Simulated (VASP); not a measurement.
Runs of VASP 6.6.1 on TiB2. The structure is that of space group P6/mmm (No. 191), or close to it. The cells are those of the table. 

| cell | k mesh | gap on the mesh (eV) | pressure (GPa) |
| --- | --- | --- | --- |
| a = 3.035, b = 3.035, c = 3.217 Å, angles 90.0, 90.0, 120.0°, 3 atoms | 9 × 9 × 7 | none | 0.1 |
| a = 3.054, b = 3.054, c = 3.240 Å, angles 90.0, 90.0, 120.0°, 3 atoms | 8 × 8 × 7 | none | -4.7 |
| a = 3.034, b = 3.034, c = 3.218 Å, angles 90.0, 90.0, 120.0°, 3 atoms | 8 × 8 × 7 | none | (a) |
| a = 3.014, b = 3.014, c = 3.197 Å, angles 90.0, 90.0, 120.0°, 3 atoms | 9 × 9 × 7 | none | 5.7 |

Alike in all rows: task single point; level PBE; potentials or basis VASP PAW PBE potentials, release 64 (Ti_sv, B); no spin polarisation; cutoff (eV) 500; smearing methfessel-paxton 0.05 eV.

**Question.** Fill in the values left out.

**Answer.** (a) 0.2.

A gap of «none» marks levels without a gap at the run's occupations.
